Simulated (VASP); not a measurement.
# V (Im-3m) in VASP: a series of runs

Runs on V. Level: PBE. Tasks: single point.

Program: VASP 6.6.1. These are calculated values, not measurements. Logs are shortened: lines on timing, memory, paths and dates and some standing lists are left out, and cuts for length are marked.

## 1. The cell of the first run

The structure is cubic, space group Im-3m (No. 229). Conventional cell: a = 3.076 Å, b = 3.076 Å, c = 3.076 Å, α = 90.00°, β = 90.00°, γ = 90.00°. V (site symmetry m-3m) has 14 V at 2.66 to 3.08 Å within 3.5 Å.

## 2. Single point, PBE (volume scaled by 1.08)

INCAR reads:

```
SYSTEM = V
  PREC = Accurate
  ENCUT = 520
  EDIFF = 1E-6
  ISMEAR = -1
  SIGMA = 0.1
  LREAL = .FALSE.
  LASPH = .TRUE.
  NELM = 80
  ALGO = Normal
  ISIF = 2
  LWAVE = .FALSE.
  LCHARG = .TRUE.
  GGA = PE
  LELF = .TRUE.
  LVHAR = .TRUE.
  NBANDS = 12
```

KPOINTS reads:

```
regular mesh
0
G
  24 24 24
  0 0 0
```

POSCAR reads:

```
V
1.0
   -1.5381330637      1.5381330637      1.5381330637
    1.5381330637     -1.5381330637      1.5381330637
    1.5381330637      1.5381330637     -1.5381330637
V
1
Direct
    0.0000000000      0.0000000000      0.0000000000
```

Potentials or basis: VASP PAW PBE potentials, release 64 (V_sv).

Command:

```console
$ cat potpaw_PBE.64/V_sv/POTCAR > POTCAR
$ mpirun -np 1 vasp_std > vasp.out
```

OUTCAR:

```text
SYSTEM = V
   PREC = Accurate
   ENCUT = 520
   EDIFF = 1E-6
   ISMEAR = -1
   LREAL = .FALSE.
   LASPH = .TRUE.
   NELM = 80
   ISIF = 2
   GGA = PE

 ion  position               nearest neighbor table
   1  0.000  0.000  0.000-

  LATTYP: Found a body centered cubic cell.
 ALAT       =     3.0762661274

  Lattice vectors:

 A1 = (  -1.5381330637,   1.5381330637,   1.5381330637)
 A2 = (   1.5381330637,  -1.5381330637,   1.5381330637)
 A3 = (   1.5381330637,   1.5381330637,  -1.5381330637)

Analysis of symmetry for initial positions (statically):
=====================================================================
 Subroutine PRICEL returns:
 Original cell was already a primitive cell.

 Routine SETGRP: Setting up the symmetry group for a
 body centered cubic supercell.

 Subroutine GETGRP returns: Found 48 space group operations
 (whereof 48 operations were pure point group operations)
 out of a pool of 48 trial point group operations.

The static configuration has the point symmetry O_h .

Analysis of symmetry for dynamics (positions and initial velocities):
=====================================================================
 Subroutine PRICEL returns:
 Original cell was already a primitive cell.

 Routine SETGRP: Setting up the symmetry group for a
 body centered cubic supercell.

 Subroutine GETGRP returns: Found 48 space group operations
 (whereof 48 operations were pure point group operations)
 out of a pool of 48 trial point group operations.

The dynamic configuration has the point symmetry O_h .

 Subroutine INISYM returns: Found 48 space group operations
 (whereof 48 operations are pure point group operations),
 and found     1 'primitive' translations

----------------------------------------------------------------------------------------

                                     Primitive cell

  volume of cell :      14.5560

  direct lattice vectors                    reciprocal lattice vectors
    -1.538133064  1.538133064  1.538133064     0.000000000  0.325069405  0.325069405
     1.538133064 -1.538133064  1.538133064     0.325069405  0.000000000  0.325069405
     1.538133064  1.538133064 -1.538133064     0.325069405  0.325069405  0.000000000

  length of vectors
     2.664124615  2.664124615  2.664124615     0.459717561  0.459717561  0.459717561

  position of ions in fractional coordinates (direct lattice)
     0.000000000  0.000000000  0.000000000

  ion indices of the primitive-cell ions
   primitive index   ion index
                 1           1

----------------------------------------------------------------------------------------

 KPOINTS: regular mesh

Automatic generation of k-mesh.
 Grid dimensions read from file:
 generate k-points for:   24   24   24

 Generating k-lattice:

  Cartesian coordinates                     Fractional coordinates (reciprocal lattice)
     0.000000000  0.013544559  0.013544559     0.041666667  0.000000000  0.000000000
     0.013544559  0.000000000  0.013544559     0.000000000  0.041666667  0.000000000
     0.013544559  0.013544559  0.000000000     0.000000000  0.000000000  0.041666667

  Length of vectors
     0.019154898  0.019154898  0.019154898

  Shift w.r.t. Gamma in fractional coordinates (k-lattice)
     0.000000000  0.000000000  0.000000000

 Subroutine IBZKPT returns following result:
 ===========================================

 Found    413 irreducible k-points:

 Following reciprocal coordinates:
            Coordinates               Weight
  0.000000  0.000000  0.000000      1.000000
  0.041667  0.000000  0.000000     12.000000
  0.083333  0.000000  0.000000     12.000000
  0.125000  0.000000  0.000000     12.000000
  0.166667  0.000000  0.000000     12.000000
  0.208333  0.000000  0.000000     12.000000
[... 16 lines left out ...]
  0.416667  0.041667  0.000000     48.000000
  0.458333  0.041667  0.000000     48.000000
 [... further k-points ...]
   k-points           NKPTS =    413   k-points in BZ     NKDIM =    413   number of bands    NBANDS=     12
   number of dos      NEDOS =    301   number of ions     NIONS =      1
   total plane-waves  NPLWV =   8000
   dimension x,y,z NGX =    20 NGY =   20 NGZ =   20
   dimension x,y,z NGXF=    40 NGYF=   40 NGZF=   40
   ions per type =               1
   NGX,Y,Z   is equivalent  to a cutoff of  12.48, 12.48, 12.48 a.u.
   NGXF,Y,Z  is equivalent  to a cutoff of  24.96, 24.96, 24.96 a.u.
 SYSTEM =  V
   PREC   = accura    normal or accurate (medium, high low for compatibility)
   ISTART =      0    job   : 0-new  1-cont  2-samecut
   ICHARG =      2    charge: 1-file 2-atom 10-const
   ISPIN  =      1    spin polarized calculation?
   LNONCOLLINEAR =      F non collinear calculations
   LSORBIT =      F    spin-orbit coupling
   LASPH  =      T    aspherical Exc in radial PAW
   ENCUT  =  520.0 eV  38.22 Ry    6.18 a.u.   4.95  4.95  4.95*2*pi/ulx,y,z
   NELM   =     80;   NELMIN=  2; NELMDL= -5     # of ELM steps
   EDIFF  = 0.1E-05   stopping-criterion for ELM
   LREAL  =      F    real-space projection
   EDIFFG = 0.1E-04   stopping-criterion for IOM
   NSW    =      0    number of steps for IOM
   IBRION =     -1    ionic relax: 0-MD 1-quasi-New 2-CG
   NFREE  =      0    steps in history (QN), initial steepest desc. (CG)
   ISIF   =      2    stress and relaxation
   ISYM   =      2    0-nonsym 1-usesym 2-fastsym
   POTIM  = 0.5000    time-step for ionic-motion
   TEBEG  =    0.0;   TEEND  =   0.0 temperature during run
   PSTRESS=    0.0 pullay stress
   NELECT =      13.0000    total number of electrons
   NUPDOWN=      -1.0000    fix difference up-down
   EMIN   =  10.00;   EMAX   =-10.00  energy-range for DOS
   EFERMI =   0.00;   METHOD = LEGACY
   ISMEAR =    -1;   SIGMA  =   0.10  broadening in eV -4-tet -1-fermi 0-gaus
   EFERMI_NEDOS =   21; number of points for ismear=-14 and -15
   IALGO  =     38    algorithm
   IMIX   =      4    mixing-type and parameters
     AMIX     =   0.40;   BMIX     =  1.00
     AMIX_MAG =   1.60;   BMIX_MAG =  1.00
  volume/ion in A,a.u.               =      14.56        98.23
  Fermi-wavevector in a.u.,A,eV,Ry     =   1.576553  2.979254 33.817565  2.485521
  Thomas-Fermi vector in A             =   2.677369
   LORBIT       =      0    0 simple, 1 ext, 2 COOP (PROOUT), +10 PAW based schemes
   GGA     = PE    functional components
   LHFCALC =     F    Hartree Fock is set to
   AEXX    =    0.0000 exact exchange contribution
   IVDW    =     0    specifies the selected vdW correction
   LEPSILON=     F    determine dielectric tensor
   LRPA    =     F    only Hartree local field effects (RPA)
 non-spin polarized calculation
  energy-cutoff  :      520.00
  volume of cell :       14.56
 maximum number of plane-waves:       410
   NGX =  9   NGY =  9   NGZ =  9

 number of electron      13.0000008 magnetization

 Free energy of the ion-electron system (eV)
  ---------------------------------------------------
  ext. energy  EPLUGINS =         0.00000000
  ---------------------------------------------------
  free energy    TOTEN  =        -8.98003073 eV

  energy without entropy =       -8.91804718  energy(sigma->0) =       -8.94903895

 E-fermi :   8.7935     XC(G=0): -12.4895

 val. band max:        8.7889203188   @ k =   0.0833   0.0833   0.0417
 cond. band min:       8.7943796154   @ k =   0.3333   0.1250   0.0000
 fundamental gap:      0.0054592965
 Fermi energy:         8.7934983004

 k-point     1 :       0.0000    0.0000    0.0000
  band No.  band energies     occupation
      1     -55.0393      2.00000
      2     -28.4509      2.00000
      3     -28.4509      2.00000
      4     -28.4509      2.00000
      5       2.3679      2.00000
      6       9.1678      0.04627
      7       9.1678      0.04627
      8       9.1678      0.04627
      9      10.9905      0.00000
     10      10.9905      0.00000
     11      28.6499      0.00000
     12      28.6499      0.00000

 k-point     2 :       0.0417    0.0000    0.0000
  band No.  band energies     occupation
      1     -55.0369      2.00000
      2     -28.4633      2.00000
      3     -28.4547      2.00000
      4     -28.4510      2.00000
      5       2.4337      2.00000
      6       9.1409      0.06010
      7       9.1627      0.04862
      8       9.2129      0.02972
      9      10.9591      0.00000
     10      10.9922      0.00000
     11      28.5008      0.00000
     12      28.6360      0.00000

 k-point     3 :       0.0833    0.0000    0.0000
  band No.  band energies     occupation
      1     -55.0297      2.00000
      2     -28.4996      2.00000
      3     -28.4661      2.00000
      4     -28.4511      2.00000
      5       2.6282      2.00000
      6       9.0630      0.12654
      7       9.1425      0.05920
      8       9.3467      0.00789
      9      10.8769      0.00000
     10      10.9978      0.00000
     11      28.0617      0.00000
     12      28.5600      0.00000
[... 286 lines left out ...]
 k-point    23 :       0.4167    0.0417    0.0000
  band No.  band energies     occupation
      1     -54.8995      2.00000
      2     -29.1229      2.00000
      3     -28.6685      2.00000
      4     -28.4596      2.00000
      5       5.8658      2.00000
      6       7.8379      1.99986
      7       9.6849      0.00027
      8      10.9614      0.00000
      9      11.3398      0.00000
     10      12.4146      0.00000
     11      18.5934      0.00000
     12      24.2001      0.00000

 k-point    24 :       0.4583    0.0417    0.0000
  band No.  band energies     occupation
      1     -54.8946      2.00000
      2     -29.1453      2.00000
      3     -28.6761      2.00000
      4     -28.4597      2.00000
      5       5.8916      2.00000
      6       7.7970      1.99991
      7       9.9647      0.00002
      8      10.9652      0.00000
      9      11.3813      0.00000
     10      12.5737      0.00000
     11      18.0793      0.00000
     12      24.0404      0.00000

 [... further k-points ...]
[... 5 lines left out ...]
  --------------------------------------------------------------------------------------
  -------------------------------------------------------------------------------------
  Total       -1.0716452     -1.0716452     -1.0716452     -0.0000000      0.0000000      0.0000000
  in kB     -117.9559642   -117.9559642   -117.9559642     -0.0000000      0.0000000      0.0000000
  external PRESSURE =    -117.9559642 kB  Pullay stress =       0.0000000 kB

 VOLUME and BASIS-vectors are now :
 -----------------------------------------------------------------------------
  energy-cutoff  :      520.00
  volume of cell :       14.56
      direct lattice vectors                 reciprocal lattice vectors
    -1.538133064  1.538133064  1.538133064     0.000000000  0.325069405  0.325069405
     1.538133064 -1.538133064  1.538133064     0.325069405  0.000000000  0.325069405
     1.538133064  1.538133064 -1.538133064     0.325069405  0.325069405  0.000000000

 POSITION                                       TOTAL-FORCE (eV/Angst)
 -----------------------------------------------------------------------------------
      0.00000      0.00000      0.00000        -0.000000      0.000000      0.000000
 -----------------------------------------------------------------------------------
    total drift:                                0.000000     -0.000000      0.000000

  FREE ENERGIE OF THE ION-ELECTRON SYSTEM (eV)
  ---------------------------------------------------
  free  energy   TOTEN  =        -8.9800307302 eV

  energy  without entropy=       -8.9180471777  energy(sigma->0) =       -8.94903895
```

Run time: 67 s. Hardware: 1 thread of AMD EPYC 7R43 (Zen 3), shared host; peak memory 0.14 GiB.

What came out:

- Free energy: -8.9800 eV
- Pressure: -11.8 GPa

Levels at points of the mesh, in eV from the Fermi level:
```csv
k point,band 5,band 6,band 7,band 8,band 9,band 10
"(0.00, 0.00, 0.00)",-6.43,0.37,0.37,0.37,2.20,2.20
"(0.50, 0.00, 0.00)",-2.94,-1.01,1.37,2.18,2.51,3.69
"(0.50, 0.50, 0.50)",-2.67,-2.67,3.35,3.35,3.35,9.48
```

Caveat: the cell differs from its parent crystal (volume scaled by 1.08).

## 3. Single point, PBE (volume scaled by 1.12)

INCAR reads:

```
ALGO = Normal
EDIFF = 1E-6
ENCUT = 520
GGA = PE
ISIF = 2
ISMEAR = -1
LASPH = True
LCHARG = False
LREAL = False
LWAVE = False
NBANDS = 12
NELM = 60
PREC = Accurate
SIGMA = 0.1
```

KPOINTS reads:

```
k-points
0
Gamma
  24 24 24
```

POSCAR reads:

```
V
1.0
   -1.5568926329      1.5568926329      1.5568926329
    1.5568926329     -1.5568926329      1.5568926329
    1.5568926329      1.5568926329     -1.5568926329
V
1
Direct
    0.0000000000      0.0000000000      0.0000000000
```

Potentials or basis: VASP PAW PBE potentials, release 64 (V_sv).

Command:

```console
$ cat potpaw_PBE.64/V_sv/POTCAR > POTCAR
$ mpirun -np 1 vasp_std > vasp.out
```

OUTCAR:

```text
EDIFF = 1E-6
   ENCUT = 520
   GGA = PE
   ISIF = 2
   ISMEAR = -1
   LASPH = True
   LREAL = False
   NELM = 60
   PREC = Accurate

 ion  position               nearest neighbor table
   1  0.000  0.000  0.000-

  LATTYP: Found a body centered cubic cell.
 ALAT       =     3.1137852658

  Lattice vectors:

 A1 = (  -1.5568926329,   1.5568926329,   1.5568926329)
 A2 = (   1.5568926329,  -1.5568926329,   1.5568926329)
 A3 = (   1.5568926329,   1.5568926329,  -1.5568926329)

[... 528 lines left out ...]
      4     -28.9668      2.00000
      5       5.5834      2.00000
      6       7.4368      1.99983
      7       9.4607      0.00004
      8      10.4483      0.00000
      9      10.8439      0.00000
     10      11.9757      0.00000
     11      17.2540      0.00000
     12      23.3468      0.00000

 [... further k-points ...]
[... 5 lines left out ...]
  --------------------------------------------------------------------------------------
  -------------------------------------------------------------------------------------
  Total       -1.5324490     -1.5324490     -1.5324490     -0.0000000      0.0000000     -0.0000000
  in kB     -162.6524582   -162.6524582   -162.6524582     -0.0000000      0.0000000     -0.0000000
  external PRESSURE =    -162.6524582 kB  Pullay stress =       0.0000000 kB

 VOLUME and BASIS-vectors are now :
 -----------------------------------------------------------------------------
  energy-cutoff  :      520.00
  volume of cell :       15.10
      direct lattice vectors                 reciprocal lattice vectors
    -1.556892633  1.556892633  1.556892633     0.000000000  0.321152525  0.321152525
     1.556892633 -1.556892633  1.556892633     0.321152525  0.000000000  0.321152525
     1.556892633  1.556892633 -1.556892633     0.321152525  0.321152525  0.000000000

 POSITION                                       TOTAL-FORCE (eV/Angst)
 -----------------------------------------------------------------------------------
      0.00000      0.00000      0.00000        -0.000000      0.000000     -0.000000
 -----------------------------------------------------------------------------------
    total drift:                                0.000000     -0.000000     -0.000000

  FREE ENERGIE OF THE ION-ELECTRON SYSTEM (eV)
  ---------------------------------------------------
  free  energy   TOTEN  =        -8.9328000908 eV

  energy  without entropy=       -8.8682421649  energy(sigma->0) =       -8.90052113
```

OSZICAR:

```text
N       E                     dE             d eps       ncg     rms          rms(c)
DAV:   1     0.925300788534E+02    0.92530E+02   -0.70733E+03  9936   0.116E+03
DAV:   2    -0.912365806261E+01   -0.10165E+03   -0.98638E+02 10056   0.330E+02
DAV:   3    -0.105102590069E+02   -0.13866E+01   -0.13815E+01 11184   0.449E+01
DAV:   4    -0.105176393374E+02   -0.73803E-02   -0.73802E-02 10612   0.350E+00
DAV:   5    -0.105177314122E+02   -0.92075E-04   -0.92075E-04 11020   0.370E-01    0.158E+01
DAV:   6    -0.895908605982E+01    0.15586E+01   -0.40184E+00 10300   0.319E+01    0.151E+00
DAV:   7    -0.894195939859E+01    0.17127E-01   -0.63100E-02 10244   0.366E+00    0.782E-01
DAV:   8    -0.893284581607E+01    0.91136E-02   -0.49352E-03 11048   0.105E+00    0.154E-01
DAV:   9    -0.893280969915E+01    0.36117E-04   -0.86398E-04 10144   0.451E-01    0.524E-02
DAV:  10    -0.893280283399E+01    0.68652E-05   -0.77511E-05 10348   0.148E-01    0.177E-02
DAV:  11    -0.893279965931E+01    0.31747E-05   -0.76039E-06 10216   0.430E-02    0.915E-04
DAV:  12    -0.893280009082E+01   -0.43151E-06   -0.82400E-08  5304   0.367E-03
   1 F= -.89328001E+01 E0= -.89005211E+01  d E =-.645579E-01
```

stdout:

```text
POSCAR found type information on POSCAR V
 POSCAR found :  1 types and       1 ions
 scaLAPACK will be used
 LDA part: xc-table for (Slater+PW92), standard interpolation
 POSCAR, INCAR and KPOINTS ok, starting setup
 FFT: planning ... GRIDC
 FFT: planning ... GRID_SOFT
 FFT: planning ... GRID
 WAVECAR not read
 entering main loop
```

It took 66 s on 1 thread of AMD EPYC 7R43 (Zen 3), shared host; peak memory 0.14 GiB.

What came out:

```yaml
Free_energy: -8.9328 eV
Pressure: -16.3 GPa
```

Caveat: the cell differs from its parent crystal (volume scaled by 1.12).

## 4. Single point, PBE

This run uses another cell than the first one, of 13.48 Å³/atom, 0.926 times its volume.

INCAR reads:

```
SYSTEM = V
  PREC = Accurate
  ENCUT = 520
  EDIFF = 1E-6
  ISMEAR = 1
  SIGMA = 0.2
  LREAL = .False.
  LASPH = .True.
  NELM = 60
  ALGO = Normal
  ISIF = 2
  LWAVE = .False.
  LCHARG = .True.
  GGA = PE
  LELF = .True.
  LVHAR = .True.
  NBANDS = 12
```

KPOINTS reads:

```
regular mesh
0
Gamma
  15 15 15
  0 0 0
```

POSCAR reads:

```
V
1.0
   -1.4991761207      1.4991761207      1.4991761207
    1.4991761207     -1.4991761207      1.4991761207
    1.4991761207      1.4991761207     -1.4991761207
V
1
Direct
    0.0000000000      0.0000000000      0.0000000000
```

Command:

```console
$ cat potpaw_PBE.64/V_sv/POTCAR > POTCAR
$ mpirun -np 1 vasp_std > vasp.out
```

Run time: 23 s. Hardware: 1 thread of Intel Xeon 8259CL, shared host; peak memory 0.14 GiB.

Results (log left out):

* Free energy: -8.9933 eV
* Pressure: -0.3 GPa

Levels at points of the mesh, in eV from the Fermi level:
| k point | band 2 | band 3 | band 4 | band 5 | band 6 | band 7 | band 8 | band 9 | band 10 | band 11 |
| --- | --- | --- | --- | --- | --- | --- | --- | --- | --- | --- |
| (0.00, 0.00, 0.00) | -37.03 | -37.03 | -37.03 | -6.59 | 0.41 | 0.41 | 0.41 | 2.41 | 2.41 | 20.48 |

## 5. Single point, PBE

This run uses another cell than the first one, of 13.48 Å³/atom, 0.926 times its volume.

INCAR reads:

```
PREC     = Accurate       # precision mode
ENCUT    = 520            # plane-wave cutoff, eV
EDIFF    = 1E-6           # SCF threshold, eV
ISMEAR   = 1              # smearing method
SIGMA    = 0.3            # smearing width, eV
LREAL    = F              # projectors in reciprocal space
LASPH    = T              # aspherical terms in the spheres
NELM     = 60             # most SCF steps
ALGO     = Normal         # electronic algorithm
ISIF     = 2              # what is computed and relaxed
LWAVE    = F              # write WAVECAR
LCHARG   = F              # write CHGCAR
GGA      = PE             # functional
NBANDS   = 12             # bands
```

KPOINTS reads:

```
Automatic mesh
0
Gamma
  15 15 15
```

POSCAR is that of step 4.

Command:

```console
$ cat potpaw_PBE.64/V_sv/POTCAR > POTCAR
$ mpirun -np 1 vasp_std > vasp.out
```

Run time: 21 s. Hardware: 1 thread of Intel Xeon 8259CL, shared host; peak memory 0.14 GiB.

It converged, with:

```yaml
Free_energy: -8.9929 eV
Pressure: -0.2 GPa
```

Levels at points of the mesh, in eV from the Fermi level:
```tsv
k point	band 3	band 4	band 5	band 6	band 7	band 8	band 9	band 10
(0.00, 0.00, 0.00)	-37.03	-37.03	-6.60	0.40	0.40	0.40	2.41	2.41
```

## 6. Summary

```csv
cell,k mesh,smearing,gap on the mesh (eV),pressure (GPa)
"a = 2.664 Å, angles 109.5°, 1 atom",24 × 24 × 24,fermi-dirac 0.1 eV,none,-11.8
"a = 2.697 Å, angles 109.5°, 1 atom",24 × 24 × 24,fermi-dirac 0.1 eV,none,-16.3
"a = 2.597 Å, angles 109.5°, 1 atom",15 × 15 × 15,methfessel-paxton 0.2 eV,none,-0.3
"a = 2.597 Å, angles 109.5°, 1 atom",15 × 15 × 15,methfessel-paxton 0.3 eV,none,-0.2
```

Alike in all rows: task single point; level PBE; potentials or basis VASP PAW PBE potentials, release 64 (V_sv); no spin polarisation; cutoff (eV) 520.

Total energies depend on the potentials used, so only differences within one code and one set of settings carry meaning.
